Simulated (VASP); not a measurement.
# C (Fd-3m) in VASP: further runs, part 2 of 3

VASP 6.6.1.

### Step 3. Single point, PBE

This run uses another cell than the first one, of 5.67 Å³/atom.

INCAR reads:

```
PREC = Accurate ; ENCUT = 600
EDIFF = 1E-6 ; ISMEAR = -1
SIGMA = 0.01 ; LREAL = False
LASPH = True ; NELM = 120
ALGO = Normal ; ISIF = 2
LWAVE = False ; LCHARG = True
GGA = PE ; LELF = True
LVHAR = True ; NBANDS = 11
GGA_COMPAT = False
```

KPOINTS reads:

```
regular mesh
0
Gamma
  13 13 13
```

POSCAR reads:

```
C
1.0
    0.0000000000      1.7833700000      1.7833700000
    1.7833700000      0.0000000000      1.7833700000
    1.7833700000      1.7833700000      0.0000000000
C
2
Direct
    0.2500000000      0.2500000000      0.2500000000
    1.0000000000      1.0000000000      1.0000000000
```

Potentials or basis: VASP PAW PBE potentials, release 64 (C).

Command:

```bash
$ cat potpaw_PBE.64/C/POTCAR > POTCAR
$ mpirun -np 1 vasp_std > vasp.out
```

OUTCAR:

```text
PREC = Accurate
   ENCUT = 600
   EDIFF = 1E-6
   ISMEAR = -1
   LREAL = False
   LASPH = True
   NELM = 120
   ISIF = 2
   GGA = PE

 ion  position               nearest neighbor table
   1  0.250  0.250  0.250-   2 1.54   2 1.54   2 1.54   2 1.54
   2  0.000  0.000  0.000-   1 1.54   1 1.54   1 1.54   1 1.54

  LATTYP: Found a face centered cubic cell.
 ALAT       =     3.5667400000

  Lattice vectors:

 A1 = (   0.0000000000,   1.7833700000,   1.7833700000)
 A2 = (   1.7833700000,   0.0000000000,   1.7833700000)
 A3 = (   1.7833700000,   1.7833700000,   0.0000000000)

Analysis of symmetry for initial positions (statically):
=====================================================================
 Subroutine PRICEL returns:
 Original cell was already a primitive cell.

 Routine SETGRP: Setting up the symmetry group for a
 face centered cubic supercell.

 Subroutine GETGRP returns: Found 48 space group operations
 (whereof 24 operations were pure point group operations)
 out of a pool of 48 trial point group operations.

The static configuration has the point symmetry T_d .
[... 165 lines left out ...]
 cond. band min:      13.8709457539   @ k =   0.3846   0.3846   0.0000
 fundamental gap:      4.1424416113
 Fermi energy:        10.0843764913

 k-point     1 :       0.0000    0.0000    0.0000
  band No.  band energies     occupation
      1     -11.7479      2.00000
      2       9.7285      2.00000
      3       9.7285      2.00000
      4       9.7285      2.00000
      5      15.3188      0.00000
      6      15.3188      0.00000
      7      15.3188      0.00000
      8      23.0598      0.00000
      9      29.0235      0.00000
     10      36.2647      0.00000
     11      36.2647      0.00000
[... 309 lines left out ...]
 k-point    24 :       0.4615    0.1538    0.0000
  band No.  band energies     occupation
      1      -6.7360      2.00000
      2      -1.5095      2.00000
      3       5.2971      2.00000
      4       5.8264      2.00000
      5      16.8120      0.00000
      6      20.3122      0.00000
      7      20.6207      0.00000
      8      23.6450      0.00000
      9      30.3315      0.00000
     10      33.0093      0.00000
     11      36.7972      0.00000

 [... further k-points ...]
[... 5 lines left out ...]
  --------------------------------------------------------------------------------------
  -------------------------------------------------------------------------------------
  Total        0.1258643      0.1258643      0.1258643      0.0000000      0.0000000     -0.0000000
  in kB       17.7770160     17.7770160     17.7770160      0.0000000      0.0000000     -0.0000000
  external PRESSURE =      17.7770160 kB  Pullay stress =       0.0000000 kB

 VOLUME and BASIS-vectors are now :
 -----------------------------------------------------------------------------
  energy-cutoff  :      600.00
  volume of cell :       11.34
      direct lattice vectors                 reciprocal lattice vectors
     0.000000000  1.783370000  1.783370000    -0.280368067  0.280368067  0.280368067
     1.783370000  0.000000000  1.783370000     0.280368067 -0.280368067  0.280368067
     1.783370000  1.783370000  0.000000000     0.280368067  0.280368067 -0.280368067

 POSITION                                       TOTAL-FORCE (eV/Angst)
 -----------------------------------------------------------------------------------
      0.89168      0.89168      0.89168        -0.000000      0.000000     -0.000000
      0.00000      0.00000      0.00000         0.000000     -0.000000      0.000000
 -----------------------------------------------------------------------------------
    total drift:                                0.000000      0.000000      0.000000

  FREE ENERGIE OF THE ION-ELECTRON SYSTEM (eV)
  ---------------------------------------------------
  free  energy   TOTEN  =       -18.1900672795 eV

  energy  without entropy=      -18.1900672795  energy(sigma->0) =      -18.19006728
```

OSZICAR:

```text
N       E                     dE             d eps       ncg     rms          rms(c)
DAV:   1     0.327973476258E+01    0.32797E+01   -0.52776E+03  1891   0.808E+02
DAV:   2    -0.183303964745E+02   -0.21610E+02   -0.20915E+02  2433   0.134E+02
DAV:   3    -0.188266713959E+02   -0.49627E+00   -0.49382E+00  2172   0.154E+01
DAV:   4    -0.188276788856E+02   -0.10075E-02   -0.10075E-02  2000   0.822E-01
DAV:   5    -0.188276800145E+02   -0.11289E-05   -0.11286E-05  2087   0.278E-02    0.553E+00
DAV:   6    -0.183492246800E+02    0.47846E+00   -0.24959E-01  1884   0.352E+00    0.330E+00
DAV:   7    -0.181881996121E+02    0.16103E+00   -0.30595E-01  2004   0.395E+00    0.749E-01
DAV:   8    -0.181900067814E+02   -0.18072E-02   -0.86410E-03  1929   0.698E-01    0.435E-02
DAV:   9    -0.181900465074E+02   -0.39726E-04   -0.61098E-05  2231   0.632E-02    0.243E-02
DAV:  10    -0.181900672145E+02   -0.20707E-04   -0.15680E-05  1965   0.349E-02    0.524E-03
DAV:  11    -0.181900672795E+02   -0.65029E-07   -0.24805E-07  1686   0.458E-03
   1 F= -.18190067E+02 E0= -.18190067E+02  d E =-.440861E-18
```

stdout:

```text
POSCAR found type information on POSCAR C
 POSCAR found :  1 types and       2 ions
 scaLAPACK will be used
 LDA part: xc-table for (Slater+PW92), standard interpolation
 POSCAR, INCAR and KPOINTS ok, starting setup
 FFT: planning ... GRIDC
 FFT: planning ... GRID_SOFT
 FFT: planning ... GRID
 WAVECAR not read
 entering main loop
```

Run time: 8.3 s. Hardware: 1 thread of Intel Xeon Platinum 8259CL at 2.50GHz (Skylake/Cascade Lake), shared host; peak memory 0.12 GiB.

Results:

| Property | Result |
| --- | --- |
| Free energy | -18.1901 eV |
| Pressure | 1.8 GPa |
| Band gap on the k mesh | 4.14 eV (least direct gap 5.59 eV) |

Levels at points of the mesh, in eV from the valence-band top:
```
           k point  band 1  band 2  band 3  band 4  band 5  band 6  band 7  band 8  band 9
(0.00, 0.00, 0.00)  -21.48    0.00    0.00    0.00    5.59    5.59    5.59   13.33   19.29
```

Caveat: an odd mesh through Γ misses points on the zone boundary, where band edges can lie.

### Step 4. Single point, PBE-based screened hybrid with 25 % exact exchange

This run uses another cell than the first one, of 5.90 Å³/atom.

POSCAR reads:

```
C
1.0
    0.0000000000      1.8068380860      1.8068380860
    1.8068380860      0.0000000000      1.8068380860
    1.8068380860      1.8068380860      0.0000000000
C
2
Direct
    0.7500000000      0.7500000000      0.7500000000
    0.5000000000      0.5000000000      0.5000000000
```

INCAR.step1 reads:

```
SYSTEM = C
PREC = Accurate
ENCUT = 520
EDIFF = 1E-5
ISMEAR = -1
SIGMA = 0.05
LREAL = .False.
LASPH = .True.
NELM = 100
ALGO = Normal
ISIF = 2
LWAVE = .True.
LCHARG = .False.
NBANDS = 11
GGA = PE
```

INCAR.step2 reads:

```
SYSTEM = C
PREC = Accurate
ENCUT = 520
EDIFF = 1E-7
ISMEAR = -1
SIGMA = 0.05
LREAL = .False.
LASPH = .True.
NELM = 100
ALGO = Normal
ISIF = 2
LWAVE = .False.
LCHARG = .False.
GGA = PE
LHFCALC = .True.
AEXX = 0.25
HFSCREEN = 0.3
PRECFOCK = Normal
NBANDS = 11
ISTART = 1
```

KPOINTS reads:

```
regular mesh
0
Gamma
  7 7 7
  0 0 0
```

Potentials or basis: VASP PAW PBE potentials, release 64 (C).

Command:

```bash
$ cat potpaw_PBE.64/C/POTCAR > POTCAR
$ cp INCAR.step1 INCAR
$ mpirun -np 1 vasp_std > vasp.out
$ cp INCAR.step2 INCAR
$ mpirun -np 1 vasp_std > vasp.out
```

OUTCAR:

```text
SYSTEM = C
   PREC = Accurate
   ENCUT = 520
   EDIFF = 1E-7
   ISMEAR = -1
   LREAL = .False.
   LASPH = .True.
   NELM = 100
   ISIF = 2
   GGA = PE
   LHFCALC = .True.
   AEXX = 0.25
   HFSCREEN = 0.3
   PRECFOCK = Normal
   ISTART = 1

 ion  position               nearest neighbor table
   1  0.750  0.750  0.750-   2 1.56   2 1.56   2 1.56   2 1.56
   2  0.500  0.500  0.500-   1 1.56   1 1.56   1 1.56   1 1.56

  LATTYP: Found a face centered cubic cell.
 ALAT       =     3.6136761720

  Lattice vectors:

 A1 = (   0.0000000000,   1.8068380860,   1.8068380860)
 A2 = (   1.8068380860,   0.0000000000,   1.8068380860)
 A3 = (   1.8068380860,   1.8068380860,   0.0000000000)

Analysis of symmetry for initial positions (statically):
=====================================================================
 Subroutine PRICEL returns:
 Original cell was already a primitive cell.

 Routine SETGRP: Setting up the symmetry group for a
 face centered cubic supercell.

 Subroutine GETGRP returns: Found 48 space group operations
 (whereof 24 operations were pure point group operations)
 out of a pool of 48 trial point group operations.

The static configuration has the point symmetry T_d .
 The point group associated with its full space group is O_h .

Analysis of symmetry for dynamics (positions and initial velocities):
=====================================================================
 Subroutine PRICEL returns:
 Original cell was already a primitive cell.

 Routine SETGRP: Setting up the symmetry group for a
 face centered cubic supercell.

 Subroutine GETGRP returns: Found 48 space group operations
 (whereof 24 operations were pure point group operations)
 out of a pool of 48 trial point group operations.

The dynamic configuration has the point symmetry T_d .
 The point group associated with its full space group is O_h .

[... 124 lines left out ...]
   NKREDZ  =     1    reduce k-point grid by
   AEXX    =    0.2500 exact exchange contribution
   HFSCREEN=    0.3000 screening length (either q_TF or 0.3 A-1)
   HFSCREENC=   0.3000 screening length for correlation (either q_TF or 0.3 A-1)
   ENCUTFOCK=  -1.0 apply spherical cutoff to Coloumb kernel
   IVDW    =     0    specifies the selected vdW correction
   LEPSILON=     F    determine dielectric tensor
   LRPA    =     F    only Hartree local field effects (RPA)
 non-spin polarized calculation
  energy-cutoff  :      520.00
  volume of cell :       11.80
 maximum number of plane-waves:       331
  NGX = 16; NGY = 16; NGZ = 16

 number of electron       8.0000000 magnetization

 Free energy of the ion-electron system (eV)
  ---------------------------------------------------
  ext. energy  EPLUGINS =         0.00000000
  ---------------------------------------------------
  free energy    TOTEN  =       -20.57647224 eV

  energy without entropy =      -20.57647224  energy(sigma->0) =      -20.57647224

 E-fermi :   9.6634     XC(G=0): -10.8243

 val. band max:        8.6765679715   @ k =   0.0000   0.0000   0.0000
 cond. band min:      13.7584282937   @ k =   0.4286   0.4286   0.0000
 fundamental gap:      5.0818603222
 Fermi energy:         9.6634380919

 k-point     1 :       0.0000    0.0000    0.0000
  band No.  band energies     occupation
      1     -14.2199      2.00000
      2       8.6766      2.00000
      3       8.6766      2.00000
      4       8.6766      2.00000
      5      15.3036      0.00000
      6      15.3036      0.00000
      7      15.3036      0.00000
      8      22.7388      0.00000
      9      28.7569      0.00000
     10      36.2589      0.00000
     11      36.2589      0.00000
[... 253 lines left out ...]
 k-point    20 :      -0.2857    0.4286    0.1429
  band No.  band energies     occupation
      1      -5.3801      2.00000
      2      -3.5407      2.00000
      3      -0.7967      2.00000
      4       1.8303      2.00000
      5      17.8013      0.00000
      6      21.5958      0.00000
      7      22.6651      0.00000
      8      23.4816      0.00000
      9      29.1724      0.00000
     10      32.8789      0.00000
     11      37.6199      0.00000

------------------------ aborting loop because EDIFF is reached ----------------------------------------

  FORCE on cell =-STRESS in cart. coord.  units (eV):
  Direction    XX          YY          ZZ          XY          YZ          ZX
  --------------------------------------------------------------------------------------
  -------------------------------------------------------------------------------------
  Total       -1.6982592     -1.6982592     -1.6982592     -0.0000000      0.0000000      0.0000000
  in kB     -230.6358738   -230.6358738   -230.6358738     -0.0000000      0.0000000      0.0000000
  external PRESSURE =    -230.6358738 kB  Pullay stress =       0.0000000 kB

 VOLUME and BASIS-vectors are now :
 -----------------------------------------------------------------------------
  energy-cutoff  :      520.00
  volume of cell :       11.80
      direct lattice vectors                 reciprocal lattice vectors
     0.000000000  1.806838086  1.806838086    -0.276726511  0.276726511  0.276726511
     1.806838086  0.000000000  1.806838086     0.276726511 -0.276726511  0.276726511
     1.806838086  1.806838086  0.000000000     0.276726511  0.276726511 -0.276726511

 POSITION                                       TOTAL-FORCE (eV/Angst)
 -----------------------------------------------------------------------------------
      2.71026      2.71026      2.71026        -0.000000      0.000000      0.000000
      1.80684      1.80684      1.80684         0.000000     -0.000000      0.000000
 -----------------------------------------------------------------------------------
    total drift:                                0.000000      0.000000      0.000000

  FREE ENERGIE OF THE ION-ELECTRON SYSTEM (eV)
  ---------------------------------------------------
  free  energy   TOTEN  =       -20.5764722375 eV

  energy  without entropy=      -20.5764722374  energy(sigma->0) =      -20.57647224
```

OUTCAR.step1:

```text
SYSTEM = C
   PREC = Accurate
   ENCUT = 520
   EDIFF = 1E-5
   ISMEAR = -1
[... 497 lines left out ...]
      2.71026      2.71026      2.71026         0.000000      0.000000      0.000000
      1.80684      1.80684      1.80684        -0.000000     -0.000000     -0.000000
 -----------------------------------------------------------------------------------
    total drift:                                0.000000     -0.000000      0.000000

  FREE ENERGIE OF THE ION-ELECTRON SYSTEM (eV)
  ---------------------------------------------------
  free  energy   TOTEN  =       -18.1665357041 eV

  energy  without entropy=      -18.1665357041  energy(sigma->0) =      -18.16653570
```

Run time: 8.8 min. Hardware: 1 thread of Intel Xeon 8259CL, shared host; peak memory 0.22 GiB.

Results:

```
Free energy            : -20.5765 eV
Pressure               : -23.1 GPa
Band gap on the k mesh : 5.08 eV (least direct gap 6.63 eV)
```

Caveat: the k points lie up to 0.43 Å⁻¹ apart; the PAW data sets were made with another functional, which shifts forces and pressure a little; an odd mesh through Γ misses points on the zone boundary, where band edges can lie.

[end of part 2 of 3]
